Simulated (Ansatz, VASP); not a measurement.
# NiPt5: VASP beside Ansatz

```xyz
6
Lattice="2.7768 0.0000 0.0000 0.0000 2.7768 0.0000 0.0000 0.0000 11.5896" Properties=species:S:1:pos:R:3 pbc="T T T"
Ni    0.0000    0.0000    5.7948
Pt    0.0000    0.0000    9.5686
Pt    1.3884    1.3884    0.0000
Pt    0.0000    0.0000    2.0210
Pt    1.3884    1.3884    4.0602
Pt    1.3884    1.3884    7.5293
```

Alike in both runs: task single point; functional PBE; k mesh 6 × 6 × 2; occupations gaussian, width 0.1 eV; collinear spin.

|  | VASP | Ansatz |
| --- | --- | --- |
| version | VASP 6.6.1 | Ansatz 0.2.0 |
| potentials or method | VASP PAW PBE potentials, release 64 (Ni, Pt), cutoff 520 eV | scalar-relativistic, plane waves, PAW |
| valence electrons in the cell | 60 | 108 |

|  | VASP | Ansatz | Ansatz less VASP |
| --- | --- | --- | --- |
| gap on the k mesh at the Fermi level (eV) | none | none | - |
| pressure (GPa) | -1.2 | -0.7 | +0.51 |
| traceless stress, the component that is largest in VASP (GPa) | -0.16 | -0.17 | -0.015 |
| rms of the force components (eV/Å) | 0.008 | 0.005 | -0.0033 |
| net moment per atom (μB) | 0.24 | 0.25 | +0.005 |
| size of the moment on the site where the two differ most (μB) | 0.71 | 0.74 | +0.038 |

Site moments also hang on the region over which each program counts them. Atom by atom the forces differ by 0.006 eV/Å (rms over components). A gap of «none» marks a metal or a gap that the smearing closes. VASP's potentials hold 60 valence electrons a cell and Ansatz's 108, so a difference there can come from the potentials and not from the codes.

The k mesh is coarse, so the values compare programs but aren't converged. Neither program's run includes spin-orbit coupling.
